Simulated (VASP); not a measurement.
# BaTiO3 (P1) in VASP: single point with r2SCAN

Aim: the single point of BaTiO3 with r2SCAN.

All numbers are computed with VASP 6.6.1; they aren't measurements. Logs are shortened: lines on timing, memory, paths and dates and some standing lists are left out, and cuts for length are marked.

## 1. The cell of the first run

The typed cell holds 20 atoms: a = 3.972 Å, b = 7.945 Å, c = 8.224 Å, α = 90.00°, β = 90.00°, γ = 90.00°.

## 2. Single point, r2SCAN

POSCAR reads:

```
BaTiO3
1.0
    3.9723652526      0.0000000000      0.0000000000
    0.0000000000      7.9447305053      0.0000000000
    0.0000000000      0.0000000000      8.2244571252
Ba Ti O
4 4 12
Direct
   -0.0344165230      0.0179872684     -0.0187121165
    0.0224287029     -0.0045510669      0.5174769514
    0.0336411663      0.4965255898      0.0018299080
   -0.0316448745      0.5092160140      0.4917201146
    0.5078787754      0.2233093997      0.2508530312
    0.4849649711      0.2555773287      0.7369104012
    0.4868464698      0.7410362121      0.2358747782
    0.4696954790      0.7489179143      0.7431696593
    0.5545079216      0.2339509186      0.0217999799
    0.5448610242     -0.0007353302      0.2668015611
    0.0300143598      0.2413539388      0.2635843275
    0.5029378904      0.2468433635      0.5065609725
    0.4887795750     -0.0133044160      0.7538098753
    0.0237586410      0.2562628145      0.7449731826
    0.5335196703      0.7527471191     -0.0000186031
    0.5495886861      0.5176584652      0.2299259357
    0.0113403469      0.7478681619      0.2612492189
    0.4939142992      0.7332141721      0.5207502373
    0.5056045636      0.4822586490      0.7653739212
   -0.0016320252      0.7304941302      0.7608391538
```

INCAR.step1 reads:

```
SYSTEM = BaTiO3
  ALGO = Normal
  EDIFF = 1E-4
  ENCUT = 520
  GGA = PE
  ISMEAR = -1
  LASPH = .True.
  LCHARG = .False.
  LREAL = Auto
  LWAVE = .True.
  NBANDS = 96
  NELM = 100
  PREC = Accurate
  SIGMA = 0.086
```

INCAR.step2 reads:

```
SYSTEM = BaTiO3
  ALGO = Normal
  EDIFF = 1E-7
  ENCUT = 520
  ISIF = 2
  ISMEAR = -1
  ISTART = 1
  LASPH = .True.
  LCHARG = .True.
  LELF = .True.
  LMIXTAU = .True.
  LREAL = Auto
  LVHAR = .True.
  LWAVE = .False.
  METAGGA = R2SCAN
  NBANDS = 96
  NELM = 100
  PREC = Accurate
  SIGMA = 0.086
```

KPOINTS reads:

```
k-points
0
Gamma
  4 2 2
  0 0 0
```

Potentials or basis: VASP PAW PBE potentials, release 64 (Ba_sv, Ti_sv, O).

On the command line:

```bash
> cat potpaw_PBE.64/Ba_sv/POTCAR potpaw_PBE.64/Ti_sv/POTCAR potpaw_PBE.64/O/POTCAR > POTCAR
> cp INCAR.step1 INCAR
> mpirun -np 1 vasp_std > vasp.out
> cp INCAR.step2 INCAR
> mpirun -np 1 vasp_std > vasp.out
```

OUTCAR:

```text
SYSTEM = BaTiO3
   EDIFF = 1E-7
   ENCUT = 520
   ISIF = 2
   ISMEAR = -1
   ISTART = 1
   LASPH = .True.
   LREAL = Auto
   METAGGA = R2SCAN
   NELM = 100
   PREC = Accurate

 ion  position               nearest neighbor table
   1  0.966  0.018  0.981-   9 2.39  13 2.67  15 2.72  14 2.72  13 2.81  10 2.89  20 2.92   9 2.92
                            11 2.93  15 3.09  17 3.15  10 3.29   5 3.30   6 3.35   6 3.44   5 3.50
   2  0.022  0.995  0.517-  13 2.69  12 2.76  14 2.79  18 2.80  10 2.80  11 2.86  12 2.87  13 2.88
                            17 2.88  20 2.91  10 2.93  18 2.96   8 3.23   6 3.30   5 3.44   6 3.48
   3  0.034  0.497  0.002-  16 2.69  19 2.70  20 2.72  16 2.78   9 2.83  15 2.84  15 2.84  14 2.85
                            19 2.86  17 2.92   9 2.94  11 2.96   7 3.27   8 3.40   6 3.41   7 3.49
   4  0.968  0.509  0.492-  18 2.60  17 2.69  16 2.72  18 2.75  12 2.79  20 2.83  11 2.85  14 2.90
                            19 2.91  12 2.98  19 3.11  16 3.16   7 3.39   6 3.44   8 3.44   8 3.45
   5  0.508  0.223  0.251-  10 1.79   9 1.89  11 1.91  11 2.08  12 2.11  16 2.35   1 3.30   2 3.44
                             1 3.50   2 3.50   4 3.53   3 3.53   3 3.64   4 3.70
   6  0.485  0.256  0.737-  19 1.82  14 1.83  12 1.90  13 2.14  14 2.14   9 2.37   2 3.30   1 3.35
                             3 3.41   4 3.44   1 3.44   2 3.48   4 3.51   3 3.63
   7  0.487  0.741  0.236-  16 1.79  17 1.90  15 1.95  10 2.08  17 2.09  18 2.34   3 3.27   4 3.39
                             4 3.47   3 3.49   1 3.58   2 3.59   1 3.68   2 3.74
   8  0.470  0.749  0.743-  18 1.84  20 1.88  13 1.89  20 2.11  15 2.13  19 2.13   2 3.23   3 3.40
                             4 3.44   4 3.45   2 3.48   1 3.51   1 3.52   3 3.68
   9  0.555  0.234  0.022-   5 1.89   6 2.37   1 2.39   3 2.83   1 2.92   3 2.94
  10  0.545  0.999  0.267-   5 1.79   7 2.08   2 2.80   1 2.89   2 2.93   1 3.29
  11  0.030  0.241  0.264-   5 1.91   5 2.08   4 2.85   2 2.86   1 2.93   3 2.96
  12  0.503  0.247  0.507-   6 1.90   5 2.11   2 2.76   4 2.79   2 2.87   4 2.98
  13  0.489  0.987  0.754-   8 1.89   6 2.14   1 2.67   2 2.69   1 2.81   2 2.88
  14  0.024  0.256  0.745-   6 1.83   6 2.14   1 2.72   2 2.79   3 2.85   4 2.90
  15  0.534  0.753  1.000-   7 1.95   8 2.13   1 2.72   3 2.84   3 2.84   1 3.09
  16  0.550  0.518  0.230-   7 1.79   5 2.35   3 2.69   4 2.72   3 2.78   4 3.16
  17  0.011  0.748  0.261-   7 1.90   7 2.09   4 2.69   2 2.88   3 2.92   1 3.15
  18  0.494  0.733  0.521-   8 1.84   7 2.34   4 2.60   4 2.75   2 2.80   2 2.96
  19  0.506  0.482  0.765-   6 1.82   8 2.13   3 2.70   3 2.86   4 2.91   4 3.11
  20  0.998  0.730  0.761-   8 1.88   8 2.11   3 2.72   4 2.83   2 2.91   1 2.92

  LATTYP: Found a simple orthorhombic cell.
 ALAT       =     3.9723652526
 B/A-ratio  =     2.0000000000
 C/A-ratio  =     2.0704181520

  Lattice vectors:

 A1 = (   3.9723652526,   0.0000000000,   0.0000000000)
 A2 = (   0.0000000000,   7.9447305053,   0.0000000000)
 A3 = (   0.0000000000,   0.0000000000,   8.2244571252)

Analysis of symmetry for initial positions (statically):
=====================================================================
 Subroutine PRICEL returns:
 Original cell was already a primitive cell.

 Routine SETGRP: Setting up the symmetry group for a
 simple orthorhombic supercell.

 Subroutine GETGRP returns: Found  1 space group operations
 (whereof  1 operations were pure point group operations)
 out of a pool of  8 trial point group operations.

The static configuration has the point symmetry C_1 .

Analysis of symmetry for dynamics (positions and initial velocities):
=====================================================================
 Subroutine PRICEL returns:
 Original cell was already a primitive cell.

 Routine SETGRP: Setting up the symmetry group for a
 simple orthorhombic supercell.

 Subroutine GETGRP returns: Found  1 space group operations
 (whereof  1 operations were pure point group operations)
 out of a pool of  8 trial point group operations.

The dynamic configuration has the point symmetry C_1 .

 Subroutine INISYM returns: Found  1 space group operations
 (whereof  1 operations are pure point group operations),
 and found     1 'primitive' translations

----------------------------------------------------------------------------------------

                                     Primitive cell

  volume of cell :     259.5587

  direct lattice vectors                    reciprocal lattice vectors
     3.972365253  0.000000000  0.000000000     0.251739187  0.000000000  0.000000000
     0.000000000  7.944730505  0.000000000     0.000000000  0.125869594  0.000000000
     0.000000000  0.000000000  8.224457125     0.000000000  0.000000000  0.121588572

  length of vectors
     3.972365253  7.944730505  8.224457125     0.251739187  0.125869594  0.121588572

  position of ions in fractional coordinates (direct lattice)
     0.965583477  0.017987268  0.981287884
     0.022428703  0.995448933  0.517476951
     0.033641166  0.496525590  0.001829908
     0.968355125  0.509216014  0.491720115
     0.507878775  0.223309400  0.250853031
     0.484964971  0.255577329  0.736910401
[... 12 lines left out ...]
     0.505604564  0.482258649  0.765373921
     0.998367975  0.730494130  0.760839154

  ion indices of the primitive-cell ions
   primitive index   ion index
                 1           1
                 2           2
                 3           3
                 4           4
                 5           5
                 6           6
[... 12 lines left out ...]
                19          19
                20          20

----------------------------------------------------------------------------------------

 KPOINTS: k-points

Automatic generation of k-mesh.
 Grid dimensions read from file:
 generate k-points for:    4    2    2

 Generating k-lattice:

  Cartesian coordinates                     Fractional coordinates (reciprocal lattice)
     0.062934797  0.000000000  0.000000000     0.250000000  0.000000000  0.000000000
     0.000000000  0.062934797  0.000000000     0.000000000  0.500000000  0.000000000
     0.000000000  0.000000000  0.060794286     0.000000000  0.000000000  0.500000000

  Length of vectors
     0.062934797  0.062934797  0.060794286

  Shift w.r.t. Gamma in fractional coordinates (k-lattice)
     0.000000000  0.000000000  0.000000000

 Subroutine IBZKPT returns following result:
 ===========================================

 Found     12 irreducible k-points:

 Following reciprocal coordinates:
            Coordinates               Weight
  0.000000  0.000000  0.000000      1.000000
  0.250000  0.000000  0.000000      2.000000
  0.500000  0.000000  0.000000      1.000000
  0.000000  0.500000  0.000000      1.000000
  0.250000  0.500000  0.000000      2.000000
  0.500000  0.500000  0.000000      1.000000
  0.000000  0.000000  0.500000      1.000000
  0.250000  0.000000  0.500000      2.000000
  0.500000  0.000000  0.500000      1.000000
  0.000000  0.500000  0.500000      1.000000
  0.250000  0.500000  0.500000      2.000000
  0.500000  0.500000  0.500000      1.000000
   k-points           NKPTS =     12   k-points in BZ     NKDIM =     12   number of bands    NBANDS=     96
   number of dos      NEDOS =    301   number of ions     NIONS =     20
   total plane-waves  NPLWV = 115200
   dimension x,y,z NGX =    30 NGY =   60 NGZ =   64
   dimension x,y,z NGXF=    60 NGYF=  120 NGZF=  128
   ions per type =               4   4  12
   NGX,Y,Z   is equivalent  to a cutoff of  12.56, 12.56, 12.94 a.u.
   NGXF,Y,Z  is equivalent  to a cutoff of  25.11, 25.11, 25.87 a.u.
 SYSTEM =  BaTiO3
   PREC   = accura    normal or accurate (medium, high low for compatibility)
   ISTART =      1    job   : 0-new  1-cont  2-samecut
   ICHARG =      0    charge: 1-file 2-atom 10-const
   ISPIN  =      1    spin polarized calculation?
   LNONCOLLINEAR =      F non collinear calculations
   LSORBIT =      F    spin-orbit coupling
   LASPH  =      T    aspherical Exc in radial PAW
   ENCUT  =  520.0 eV  38.22 Ry    6.18 a.u.   7.39 14.77 15.29*2*pi/ulx,y,z
   NELM   =    100;   NELMIN=  2; NELMDL=  0     # of ELM steps
   EDIFF  = 0.1E-06   stopping-criterion for ELM
   LREAL  =      T    real-space projection
   EDIFFG = 0.1E-05   stopping-criterion for IOM
   NSW    =      0    number of steps for IOM
   IBRION =     -1    ionic relax: 0-MD 1-quasi-New 2-CG
   NFREE  =      0    steps in history (QN), initial steepest desc. (CG)
   ISIF   =      2    stress and relaxation
   ISYM   =      2    0-nonsym 1-usesym 2-fastsym
   POTIM  = 0.5000    time-step for ionic-motion
   TEBEG  =    0.0;   TEEND  =   0.0 temperature during run
   PSTRESS=    0.0 pullay stress
   NELECT =     160.0000    total number of electrons
   NUPDOWN=      -1.0000    fix difference up-down
   EMIN   =  10.00;   EMAX   =-10.00  energy-range for DOS
   EFERMI =   0.00;   METHOD = LEGACY
   ISMEAR =    -1;   SIGMA  =   0.09  broadening in eV -4-tet -1-fermi 0-gaus
   EFERMI_NEDOS =   21; number of points for ismear=-14 and -15
   IALGO  =     38    algorithm
   IMIX   =      4    mixing-type and parameters
     AMIX     =   0.40;   BMIX     =  1.00
     AMIX_MAG =   1.60;   BMIX_MAG =  1.00
  volume/ion in A,a.u.               =      12.98        87.58
  Fermi-wavevector in a.u.,A,eV,Ry     =   1.393273  2.632905 26.411770  1.941210
  Thomas-Fermi vector in A             =   2.516935
   LORBIT       =      0    0 simple, 1 ext, 2 COOP (PROOUT), +10 PAW based schemes
   METAGGA = R2SCAN    functional components
   LHFCALC =     F    Hartree Fock is set to
   AEXX    =    0.0000 exact exchange contribution
   IVDW    =     0    specifies the selected vdW correction
   LEPSILON=     F    determine dielectric tensor
   LRPA    =     F    only Hartree local field effects (RPA)
 non-spin polarized calculation
  energy-cutoff  :      520.00
  volume of cell :      259.56
 maximum number of plane-waves:      7036
 NGX is ok and might be reduce to    30
   NGX = 15   NGY = 29   NGZ = 31

 number of electron     159.9999986 magnetization

 Free energy of the ion-electron system (eV)
  ---------------------------------------------------
  ext. energy  EPLUGINS =         0.00000000
  ---------------------------------------------------
  free energy    TOTEN  =      -295.52810261 eV

  energy without entropy =     -295.52810227  energy(sigma->0) =     -295.52810244

 E-fermi :   4.8308     XC(G=0): -11.8125

 val. band max:        3.5447405154   @ k =   0.5000   0.0000   0.0000
 cond. band min:       6.1156712329   @ k =   0.0000   0.0000   0.0000
 fundamental gap:      2.5709307176
 Fermi energy:         4.8307623823

 k-point     1 :       0.0000    0.0000    0.0000
  band No.  band energies     occupation
      1     -55.2411      2.00000
      2     -55.0877      2.00000
      3     -55.0469      2.00000
      4     -54.9774      2.00000
      5     -30.5109      2.00000
      6     -30.4803      2.00000
[... 84 lines left out ...]
     91       7.7878      0.00000
     92       7.8924      0.00000

 k-point     2 :       0.2500    0.0000    0.0000
  band No.  band energies     occupation
      1     -55.2404      2.00000
      2     -55.0870      2.00000
      3     -55.0462      2.00000
      4     -54.9768      2.00000
      5     -30.5166      2.00000
      6     -30.5058      2.00000
[... 1034 lines left out ...]
     91       7.9485      0.00000
     92       8.0848      0.00000
 [bands above 92 left out]

------------------------ aborting loop because EDIFF is reached ----------------------------------------

  FORCE on cell =-STRESS in cart. coord.  units (eV):
  Direction    XX          YY          ZZ          XY          YZ          ZX
  --------------------------------------------------------------------------------------
  -------------------------------------------------------------------------------------
  Total        9.9172700     14.2379929      2.8956691     -1.1042316     -0.4131630      1.3354087
  in kB       61.2163080     87.8868240     17.8740895     -6.8160875     -2.5503300      8.2430740
  external PRESSURE =      55.6590738 kB  Pullay stress =       0.0000000 kB

 VOLUME and BASIS-vectors are now :
 -----------------------------------------------------------------------------
  energy-cutoff  :      520.00
  volume of cell :      259.56
      direct lattice vectors                 reciprocal lattice vectors
     3.972365253  0.000000000  0.000000000     0.251739187  0.000000000  0.000000000
     0.000000000  7.944730505  0.000000000     0.000000000  0.125869594  0.000000000
     0.000000000  0.000000000  8.224457125     0.000000000  0.000000000  0.121588572

 POSITION                                       TOTAL-FORCE (eV/Angst)
 -----------------------------------------------------------------------------------
      3.83565      0.14290      8.07056         1.566247     -2.129855      0.955035
      0.08910      7.90857      4.25597        -0.711361     -0.120023     -1.279370
      0.13364      3.94476      0.01505        -0.653929     -0.050600      0.086767
      3.84666      4.04558      4.04413         0.725493     -0.864058      0.194326
      2.01748      1.77413      2.06313        -0.115074      0.931509     -0.247611
      1.92646      2.03049      6.06069         0.451918      0.531683     -0.573325
[... 12 lines left out ...]
      2.00845      3.83142      6.29478         0.267530      0.545352     -0.330840
      3.96588      5.80358      6.25749         0.435733      0.440345     -0.467766
 -----------------------------------------------------------------------------------
    total drift:                                0.022180     -0.020762     -0.001276

  FREE ENERGIE OF THE ION-ELECTRON SYSTEM (eV)
  ---------------------------------------------------
  free  energy   TOTEN  =      -295.5281026105 eV

  energy  without entropy=     -295.5281022743  energy(sigma->0) =     -295.52810244
```

Run time: 14 min. Hardware: 1 thread of Intel Xeon 6975P-C (Granite Rapids), shared host; peak memory 0.44 GiB.

What came out:

```yaml
Free_energy: -295.5281 eV
Pressure: 5.6 GPa
Largest_force: 2.811 eV/Å
Band_gap_on_the_k_mesh: 2.57 eV (least direct gap 2.85 eV)
```

Forces on the atoms (eV/Å):
```
Ba   1.566 -2.130  0.955
Ba  -0.711 -0.120 -1.279
Ba  -0.654 -0.051  0.087
Ba   0.725 -0.864  0.194
Ti  -0.115  0.932 -0.248
Ti   0.452  0.532 -0.573
Ti   0.345  0.774 -1.209
Ti   0.445 -0.563  1.356
O   -1.668  1.008 -0.405
O   -0.487 -0.678  0.004
O    0.281  0.288 -0.056
O    0.393  0.181  0.519
O    0.294  0.761 -0.297
O   -0.717 -0.775  0.397
O   -0.863  0.164  1.029
O   -0.842 -1.402  1.140
O    0.906  0.517 -0.185
O   -0.054  0.439 -0.631
O    0.268  0.545 -0.331
O    0.436  0.440 -0.468
```

Stress tensor (GPa, compression positive):
```
 6.12 -0.68  0.82
-0.68  8.79 -0.26
 0.82 -0.26  1.79
```

Levels at points of the mesh, in eV from the valence-band top:
| k point | band 78 | band 79 | band 80 | band 81 | band 82 | band 83 |
| --- | --- | --- | --- | --- | --- | --- |
| (0.00, 0.00, 0.00) | -0.65 | -0.62 | -0.30 | 2.57 | 2.70 | 2.70 |
| (0.50, 0.00, 0.00) | -0.24 | -0.10 | 0.00 | 2.85 | 3.96 | 4.03 |
| (0.00, 0.50, 0.00) | -0.78 | -0.70 | -0.48 | 2.66 | 2.96 | 3.22 |
| (0.50, 0.50, 0.00) | -0.38 | -0.28 | -0.13 | 3.29 | 3.48 | 4.06 |
| (0.00, 0.00, 0.50) | -0.82 | -0.74 | -0.50 | 2.60 | 3.01 | 3.16 |
| (0.50, 0.00, 0.50) | -0.35 | -0.27 | 0.00 | 3.34 | 3.52 | 4.00 |
| (0.00, 0.50, 0.50) | -0.81 | -0.66 | -0.50 | 2.97 | 3.17 | 3.30 |
| (0.50, 0.50, 0.50) | -0.52 | -0.42 | -0.38 | 3.58 | 3.80 | 3.82 |

Caveat: the cell stands under pressure; the PAW data sets were made with another functional, which shifts forces and pressure a little; spin-orbit coupling is left out, which moves the levels of the heavy elements.
